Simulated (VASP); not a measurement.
# TaN (P-6m2) in VASP: a series of runs

TaN is run at these levels: PBEsol+D3(BJ), BLYP+D3(BJ), r2SCAN; tasks: single point.

Program: VASP 6.6.1. These are calculated values, not measurements. Logs are shortened: lines on timing, memory, paths and dates and some standing lists are left out, and cuts for length are marked.

## 1. The cell of the first run

It takes space group P-6m2 (No. 187, hexagonal). Conventional cell: a = 2.904 Å, b = 2.904 Å, c = 2.854 Å, α = 90.00°, β = 90.00°, γ = 120.00°. Ta (site symmetry -6m2) has 6 N at 2.20 Å and 8 Ta at 2.85 to 2.90 Å within 3.0 Å. Within 3.0 Å of N (site symmetry -6m2) lie 6 Ta at 2.20 Å and 8 N at 2.85 to 2.90 Å.

## 2. Single point, PBEsol+D3(BJ)

The input, INCAR:

```
PREC = Accurate ; ENCUT = 520
EDIFF = 1E-6 ; ISMEAR = -1
SIGMA = 0.1 ; LREAL = F
LASPH = T ; NELM = 60
ALGO = Normal ; ISIF = 2
LWAVE = F ; LCHARG = F
GGA = PS ; IVDW = 12
NBANDS = 15
```

The input, KPOINTS:

```
regular mesh
0
Gamma
  13 13 12
```

The input, POSCAR:

```
TaN
1.0
    2.9040468978      0.0000000000      0.0000000000
   -1.4520234489      2.5149783873      0.0000000000
    0.0000000000      0.0000000000      2.8540522752
Ta N
1 1
Direct
    0.3333333333      0.6666666667      0.5000000000
    0.0000000000      0.0000000000      0.0000000000
```

Potentials or basis: VASP PAW PBE potentials, release 64 (Ta_pv, N).

Started as:

```bash
$ cat potpaw_PBE.64/Ta_pv/POTCAR potpaw_PBE.64/N/POTCAR > POTCAR
$ mpirun -np 1 vasp_std > vasp.out
```

OUTCAR:

```text
PREC = Accurate
   ENCUT = 520
   EDIFF = 1E-6
   ISMEAR = -1
   LREAL = F
   LASPH = T
   NELM = 60
   ISIF = 2
   GGA = PS
   IVDW = 12
 IVDW          = 12

 ion  position               nearest neighbor table
   1  0.333  0.667  0.500-   2 2.20   2 2.20   2 2.20   2 2.20   2 2.20   2 2.20
   2  0.000  0.000  0.000-   1 2.20   1 2.20   1 2.20   1 2.20   1 2.20   1 2.20

  LATTYP: Found a hexagonal cell.
 ALAT       =     2.9040468978
 C/A-ratio  =     0.9827844989

  Lattice vectors:

 A1 = (   2.9040468978,   0.0000000000,   0.0000000000)
 A2 = (  -1.4520234489,   2.5149783873,   0.0000000000)
 A3 = (   0.0000000000,   0.0000000000,   2.8540522752)

Analysis of symmetry for initial positions (statically):
=====================================================================
 Subroutine PRICEL returns:
 Original cell was already a primitive cell.

 Routine SETGRP: Setting up the symmetry group for a
 hexagonal supercell.

 Subroutine GETGRP returns: Found 12 space group operations
 (whereof 12 operations were pure point group operations)
 out of a pool of 24 trial point group operations.

The static configuration has the point symmetry D_3h.

Analysis of symmetry for dynamics (positions and initial velocities):
=====================================================================
 Subroutine PRICEL returns:
 Original cell was already a primitive cell.

 Routine SETGRP: Setting up the symmetry group for a
 hexagonal supercell.

 Subroutine GETGRP returns: Found 12 space group operations
 (whereof 12 operations were pure point group operations)
 out of a pool of 24 trial point group operations.

The dynamic configuration has the point symmetry D_3h.

 Subroutine INISYM returns: Found 12 space group operations
 (whereof 12 operations are pure point group operations),
 and found     1 'primitive' translations

----------------------------------------------------------------------------------------

                                     Primitive cell

  volume of cell :      20.8449

  direct lattice vectors                    reciprocal lattice vectors
     2.904046898  0.000000000  0.000000000     0.344347056  0.198808866  0.000000000
    -1.452023449  2.514978387  0.000000000     0.000000000  0.397617731  0.000000000
     0.000000000  0.000000000  2.854052275     0.000000000  0.000000000  0.350379006

  length of vectors
     2.904046898  2.904046898  2.854052275     0.397617731  0.397617731  0.350379006

  position of ions in fractional coordinates (direct lattice)
     0.333333333  0.666666667  0.500000000
     0.000000000  0.000000000  0.000000000

  ion indices of the primitive-cell ions
   primitive index   ion index
                 1           1
                 2           2

----------------------------------------------------------------------------------------

 KPOINTS: regular mesh

Automatic generation of k-mesh.
 Grid dimensions read from file:
 generate k-points for:   13   13   12

 Generating k-lattice:

  Cartesian coordinates                     Fractional coordinates (reciprocal lattice)
     0.026488235  0.015292990  0.000000000     0.076923077  0.000000000  0.000000000
     0.000000000  0.030585979  0.000000000     0.000000000  0.076923077  0.000000000
     0.000000000  0.000000000  0.029198251     0.000000000  0.000000000  0.083333333

  Length of vectors
     0.030585979  0.030585979  0.029198251

  Shift w.r.t. Gamma in fractional coordinates (k-lattice)
     0.000000000  0.000000000  0.000000000

 Subroutine IBZKPT returns following result:
 ===========================================

 Found    147 irreducible k-points:

 Following reciprocal coordinates:
            Coordinates               Weight
  0.000000  0.000000  0.000000      1.000000
  0.076923  0.000000  0.000000      6.000000
  0.153846  0.000000  0.000000      6.000000
  0.230769  0.000000  0.000000      6.000000
  0.307692  0.000000  0.000000      6.000000
  0.384615  0.000000  0.000000      6.000000
[... 16 lines left out ...]
  0.076923  0.000000  0.083333     12.000000
  0.153846  0.000000  0.083333     12.000000
 [... further k-points ...]
   k-points           NKPTS =    147   k-points in BZ     NKDIM =    147   number of bands    NBANDS=     15
   number of dos      NEDOS =    301   number of ions     NIONS =      2
   total plane-waves  NPLWV =  13824
   dimension x,y,z NGX =    24 NGY =   24 NGZ =   24
   dimension x,y,z NGXF=    48 NGYF=   48 NGZF=   48
   ions per type =               1   1
   NGX,Y,Z   is equivalent  to a cutoff of  13.74, 13.74, 13.98 a.u.
   NGXF,Y,Z  is equivalent  to a cutoff of  27.48, 27.48, 27.96 a.u.
 SYSTEM =  unknown system
   PREC   = accura    normal or accurate (medium, high low for compatibility)
   ISTART =      0    job   : 0-new  1-cont  2-samecut
   ICHARG =      2    charge: 1-file 2-atom 10-const
   ISPIN  =      1    spin polarized calculation?
   LNONCOLLINEAR =      F non collinear calculations
   LSORBIT =      F    spin-orbit coupling
   LASPH  =      T    aspherical Exc in radial PAW
   ENCUT  =  520.0 eV  38.22 Ry    6.18 a.u.   5.40  5.40  5.31*2*pi/ulx,y,z
   NELM   =     60;   NELMIN=  2; NELMDL= -5     # of ELM steps
   EDIFF  = 0.1E-05   stopping-criterion for ELM
   LREAL  =      F    real-space projection
   EDIFFG = 0.1E-04   stopping-criterion for IOM
   NSW    =      0    number of steps for IOM
   IBRION =     -1    ionic relax: 0-MD 1-quasi-New 2-CG
   NFREE  =      0    steps in history (QN), initial steepest desc. (CG)
   ISIF   =      2    stress and relaxation
   ISYM   =      2    0-nonsym 1-usesym 2-fastsym
   POTIM  = 0.5000    time-step for ionic-motion
   TEBEG  =    0.0;   TEEND  =   0.0 temperature during run
   PSTRESS=    0.0 pullay stress
   NELECT =      16.0000    total number of electrons
   NUPDOWN=      -1.0000    fix difference up-down
   EMIN   =  10.00;   EMAX   =-10.00  energy-range for DOS
   EFERMI =   0.00;   METHOD = LEGACY
   ISMEAR =    -1;   SIGMA  =   0.10  broadening in eV -4-tet -1-fermi 0-gaus
   EFERMI_NEDOS =   21; number of points for ismear=-14 and -15
   IALGO  =     38    algorithm
   IMIX   =      4    mixing-type and parameters
     AMIX     =   0.40;   BMIX     =  1.00
     AMIX_MAG =   1.60;   BMIX_MAG =  1.00
  volume/ion in A,a.u.               =      10.42        70.33
  Fermi-wavevector in a.u.,A,eV,Ry     =   1.498931  2.832568 30.569478  2.246793
  Thomas-Fermi vector in A             =   2.610626
   LORBIT       =      0    0 simple, 1 ext, 2 COOP (PROOUT), +10 PAW based schemes
   GGA     = PS    functional components
   LHFCALC =     F    Hartree Fock is set to
   AEXX    =    0.0000 exact exchange contribution
   IVDW    =    12    specifies the selected vdW correction
   LEPSILON=     F    determine dielectric tensor
   LRPA    =     F    only Hartree local field effects (RPA)
 non-spin polarized calculation
  energy-cutoff  :      520.00
  volume of cell :       20.84
 maximum number of plane-waves:       580
 NGX is ok and might be reduce to    24
   NGX = 11   NGY = 11   NGZ = 11

 number of electron      15.9999999 magnetization

 Free energy of the ion-electron system (eV)
  ---------------------------------------------------
  ext. energy  EPLUGINS =         0.00000000
  ---------------------------------------------------
  free energy    TOTEN  =       -23.79492606 eV

  energy without entropy =      -23.79185678  energy(sigma->0) =      -23.79339142

 E-fermi :   8.4378     XC(G=0): -13.6883

 val. band max:        8.3858482467   @ k =   0.0000   0.0000   0.4167
 cond. band min:       8.5469303967   @ k =   0.0769   0.0000   0.5000
 fundamental gap:      0.1610821500
 Fermi energy:         8.4378268591

 k-point     1 :       0.0000    0.0000    0.0000
  band No.  band energies     occupation
      1     -26.2420      2.00000
      2     -25.9518      2.00000
      3     -25.9518      2.00000
      4      -9.5468      2.00000
      5       3.7443      2.00000
      6       3.7443      2.00000
      7       4.0557      2.00000
      8       5.4875      2.00000
      9      10.9254      0.00000
     10      12.1902      0.00000
     11      12.1902      0.00000
     12      12.6152      0.00000
     13      12.6152      0.00000
     14      21.6685      0.00000
     15      22.0424      0.00000

 k-point     2 :       0.0769    0.0000    0.0000
  band No.  band energies     occupation
      1     -26.2327      2.00000
      2     -26.0256      2.00000
      3     -25.9673      2.00000
      4      -9.4140      2.00000
      5       3.3568      2.00000
      6       3.8441      2.00000
      7       4.2494      2.00000
      8       5.2980      2.00000
      9      11.3896      0.00000
     10      11.9139      0.00000
     11      12.2086      0.00000
     12      12.5472      0.00000
     13      12.7885      0.00000
     14      21.6579      0.00000
     15      22.0285      0.00000

 k-point     3 :       0.1538    0.0000    0.0000
  band No.  band energies     occupation
      1     -26.2252      2.00000
      2     -26.2066      2.00000
      3     -26.0100      2.00000
      4      -9.0443      2.00000
      5       2.5368      2.00000
      6       4.1147      2.00000
      7       4.6753      2.00000
      8       4.8230      2.00000
      9      11.2499      0.00000
     10      12.2979      0.00000
     11      12.3644      0.00000
     12      12.5288      0.00000
     13      13.1846      0.00000
     14      21.6370      0.00000
     15      22.0042      0.00000

 k-point     4 :       0.2308    0.0000    0.0000
  band No.  band energies     occupation
      1     -26.4958      2.00000
      2     -26.1698      2.00000
      3     -26.0696      2.00000
      4      -8.5145      2.00000
      5       1.6361      2.00000
      6       4.2432      2.00000
      7       4.4763      2.00000
      8       5.1314      2.00000
      9      10.7393      0.00000
     10      12.1189      0.00000
     11      12.5351      0.00000
     12      13.5654      0.00000
     13      13.7819      0.00000
     14      21.7287      0.00000
     15      22.0141      0.00000
[... 307 lines left out ...]
 k-point    22 :       0.0000    0.0000    0.0833
  band No.  band energies     occupation
      1     -26.3178      2.00000
      2     -25.9457      2.00000
      3     -25.9457      2.00000
      4      -9.3895      2.00000
      5       3.5553      2.00000
      6       3.8035      2.00000
      7       3.8035      2.00000
      8       5.9065      2.00000
      9      11.1734      0.00000
     10      11.2622      0.00000
     11      11.2622      0.00000
     12      13.2728      0.00000
     13      13.2728      0.00000
     14      21.8222      0.00000
     15      22.1917      0.00000

 k-point    23 :       0.0769    0.0000    0.0833
  band No.  band energies     occupation
      1     -26.3082      2.00000
      2     -26.0186      2.00000
      3     -25.9611      2.00000
      4      -9.2631      2.00000
      5       3.4239      2.00000
      6       3.6722      2.00000
      7       3.8933      2.00000
      8       5.7828      2.00000
      9      11.1816      0.00000
     10      11.2416      0.00000
     11      11.6676      0.00000
     12      13.2650      0.00000
     13      13.2823      0.00000
     14      21.7608      0.00000
     15      22.0839      0.00000

 k-point    24 :       0.1538    0.0000    0.0833
  band No.  band energies     occupation
      1     -26.2850      2.00000
      2     -26.2122      2.00000
      3     -26.0036      2.00000
      4      -8.9124      2.00000
      5       2.6108      2.00000
      6       3.8353      2.00000
      7       4.1314      2.00000
      8       5.5498      2.00000
      9      11.0483      0.00000
     10      11.2304      0.00000
     11      12.4578      0.00000
     12      13.3019      0.00000
     13      13.5894      0.00000
     14      21.5640      0.00000
     15      21.9903      0.00000

 [... further k-points ...]

------------------------ aborting loop because EDIFF is reached ----------------------------------------

 Edisp (eV)   -0.95001

 E8    (eV) :    -0.6595

  FORCE on cell =-STRESS in cart. coord.  units (eV):
  Direction    XX          YY          ZZ          XY          YZ          ZX
  --------------------------------------------------------------------------------------
  -------------------------------------------------------------------------------------
  Total       0.10851     0.10851     0.14236     0.00000     0.00000     0.00000
  in kB       8.34001     8.34001    10.94182     0.00000     0.00000     0.00000
  external pressure =        9.21 kB  Pullay stress =        0.00 kB

 VOLUME and BASIS-vectors are now :
 -----------------------------------------------------------------------------
  energy-cutoff  :      520.00
  volume of cell :       20.84
      direct lattice vectors                 reciprocal lattice vectors
     2.904046898  0.000000000  0.000000000     0.344347056  0.198808866  0.000000000
    -1.452023449  2.514978387  0.000000000     0.000000000  0.397617731  0.000000000
     0.000000000  0.000000000  2.854052275     0.000000000  0.000000000  0.350379006

 POSITION                                       TOTAL-FORCE (eV/Angst)
 -----------------------------------------------------------------------------------
     -0.00000      1.67665      1.42703         0.000000     -0.000000      0.000000
      0.00000      0.00000      0.00000        -0.000000      0.000000      0.000000
 -----------------------------------------------------------------------------------
    total drift:                                0.000000     -0.000000     -0.000000

  FREE ENERGIE OF THE ION-ELECTRON SYSTEM (eV)
  ---------------------------------------------------
  free  energy   TOTEN  =       -24.7449337470 eV

  energy  without entropy=      -24.7418644655  energy(sigma->0) =      -24.74339911
```

Wall time 18 s (1 thread of Intel Xeon 6975P-C (Granite Rapids), shared host); peak memory 0.18 GiB.

What came out:

* Free energy: -24.7449 eV
* Pressure: 0.9 GPa
* Band gap on the k mesh: zero (bands 8 and 9 overlap by 0.33 eV)
* Dispersion energy per atom: -0.475 eV

Stress tensor (GPa, compression positive):
```
0.83 0.00 0.00
0.00 0.83 0.00
0.00 0.00 1.09
```

Caveat: the PAW data sets were made with another functional, which shifts forces and pressure a little; spin-orbit coupling is left out, which moves the levels of the heavy elements.

## 3. Single point, BLYP+D3(BJ)

This run uses another cell than the first one, of 10.75 Å³/atom.

The input, INCAR:

```
SYSTEM = TaN
PREC     = Accurate       ! precision mode
ENCUT    = 520            ! plane-wave cutoff, eV
EDIFF    = 1E-6           ! SCF threshold, eV
ISMEAR   = -1             ! smearing method
SIGMA    = 0.1            ! smearing width, eV
LREAL    = .FALSE.        ! projectors in reciprocal space
LASPH    = .TRUE.         ! aspherical terms in the spheres
NELM     = 60             ! most SCF steps
ALGO     = Normal         ! electronic algorithm
ISIF     = 2              ! what is computed and relaxed
LWAVE    = .FALSE.        ! write WAVECAR
LCHARG   = .FALSE.        ! write CHGCAR
GGA      = B5             ! functional
ALDAX    = 1.0          
AGGAX    = 1.0          
AGGAC    = 1.0          
ALDAC    = 0.0          
IVDW     = 12             ! dispersion correction
VDW_S6   = 1.0          
VDW_S8   = 2.6996       
VDW_A1   = 0.4298       
VDW_A2   = 4.2359       
NBANDS   = 15             ! bands
```

The input, KPOINTS:

```
Automatic mesh
0
G
  13 13 12
  0 0 0
```

The input, POSCAR:

```
TaN
1.0
    2.9310405592      0.0000000000      0.0000000000
   -1.4655202796      2.5383555838      0.0000000000
    0.0000000000      0.0000000000      2.8893376349
Ta N
1 1
Direct
    0.3333333333      0.6666666667      0.5000000000
    0.0000000000      0.0000000000      0.0000000000
```

Potentials or basis: VASP PAW PBE potentials, release 64 (Ta_pv, N).

Started as:

```bash
$ cat potpaw_PBE.64/Ta_pv/POTCAR potpaw_PBE.64/N/POTCAR > POTCAR
$ mpirun -np 1 vasp_std > vasp.out
```

Run time: 24 s. Hardware: 1 thread of Intel Xeon 6975P-C (Granite Rapids), shared host; peak memory 0.18 GiB.

Results (log left out):

```
Free energy                : -22.6022 eV
Pressure                   : 2.1 GPa
Band gap on the k mesh     : zero (bands 8 and 9 overlap by 0.33 eV)
Dispersion energy per atom : -1.088 eV
```

Stress tensor (GPa, compression positive):
```
2.04 0.00 0.00
0.00 2.04 0.00
0.00 0.00 2.26
```

Levels at points of the mesh, in eV from the Fermi level:
| k point | band 5 | band 6 | band 7 | band 8 | band 9 | band 10 | band 11 | band 12 |
| --- | --- | --- | --- | --- | --- | --- | --- | --- |
| (0.00, 0.00, 0.00) | -4.52 | -4.52 | -4.16 | -2.92 | 2.50 | 3.52 | 3.52 | 3.95 |
| (0.00, 0.00, 0.50) | -9.17 | -3.72 | -3.72 | -0.10 | -0.10 | 2.25 | 3.40 | 3.40 |

Caveat: the PAW data sets were made with another functional, which shifts forces and pressure a little; spin-orbit coupling is left out, which moves the levels of the heavy elements.

## 4. Single point, r2SCAN

This run uses another cell than the first one, of 10.77 Å³/atom.

The input, POSCAR:

```
TaN
1.0
    2.9361283742      0.0000000000      0.0000000000
   -1.4680641871      2.5427617608      0.0000000000
    0.0000000000      0.0000000000      2.8846582498
Ta N
1 1
Direct
    0.3333333333      0.6666666667      0.5000000000
    0.0000000000      0.0000000000      0.0000000000
```

The input, INCAR.step1:

```
SYSTEM = TaN
  PREC = Accurate
  ENCUT = 520
  ISMEAR = -1
  SIGMA = 0.1
  LREAL = .False.
  LASPH = .True.
  NELM = 100
  NBANDS = 15
  GGA = PE
  ALGO = Normal
  EDIFF = 1E-4
  LWAVE = .True.
  LCHARG = .False.
```

The input, INCAR.step2:

```
SYSTEM = TaN
  PREC = Accurate
  ENCUT = 520
  EDIFF = 1E-6
  ISMEAR = -1
  SIGMA = 0.1
  LREAL = .False.
  LASPH = .True.
  NELM = 100
  ALGO = Normal
  ISIF = 2
  LWAVE = .False.
  LCHARG = .False.
  METAGGA = R2SCAN
  LMIXTAU = .True.
  NBANDS = 15
  ISTART = 1
```

The input, KPOINTS:

```
Automatic mesh
0
Gamma
  13 13 12
  0 0 0
```

Started as:

```bash
$ cat potpaw_PBE.64/Ta_pv/POTCAR potpaw_PBE.64/N/POTCAR > POTCAR
$ cp INCAR.step1 INCAR
$ mpirun -np 1 vasp_std > vasp.out
$ cp INCAR.step2 INCAR
$ mpirun -np 1 vasp_std > vasp.out
```

Run time: 66 s. Hardware: 1 thread of Intel Xeon 6975P-C (Granite Rapids), shared host; peak memory 0.18 GiB.

It converged, with:

```
Free energy            : -60.3965 eV
Pressure               : 1.6 GPa
Band gap on the k mesh : zero (bands 8 and 9 overlap by 0.37 eV)
```

Stress tensor (GPa, compression positive):
```
1.53 0.00 0.00
0.00 1.53 0.00
0.00 0.00 1.76
```

Levels at points of the mesh, in eV from the Fermi level:
| k point | band 6 | band 7 | band 8 | band 9 | band 10 | band 11 |
| --- | --- | --- | --- | --- | --- | --- |
| (0.00, 0.00, 0.00) | -4.81 | -4.39 | -3.14 | 2.52 | 3.76 | 3.76 |
| (0.00, 0.00, 0.50) | -3.95 | -3.95 | -0.07 | -0.07 | 2.38 | 3.64 |

Caveat: the PAW data sets were made with another functional, which shifts forces and pressure a little; spin-orbit coupling is left out, which moves the levels of the heavy elements.

## 5. Summary

| level | cell | gap on the mesh (eV) | pressure (GPa) |
| --- | --- | --- | --- |
| PBEsol+D3(BJ) | a = 2.904, b = 2.904, c = 2.854 Å, angles 90.0, 90.0, 120.0°, 2 atoms | none | 0.9 |
| BLYP+D3(BJ) | a = 2.931, b = 2.931, c = 2.889 Å, angles 90.0, 90.0, 120.0°, 2 atoms | none | 2.1 |
| r2SCAN | a = 2.936, b = 2.936, c = 2.885 Å, angles 90.0, 90.0, 120.0°, 2 atoms | none | 1.6 |

Alike in all rows: task single point; potentials or basis VASP PAW PBE potentials, release 64 (Ta_pv, N); no spin polarisation; k mesh 13 × 13 × 12; cutoff (eV) 520; smearing fermi-dirac 0.1 eV.

Caveats: the PAW data sets were made with another functional, which shifts forces and pressure a little; spin-orbit coupling is left out, which moves the levels of the heavy elements.

Absolute energies hang on the potentials; compare differences alone.
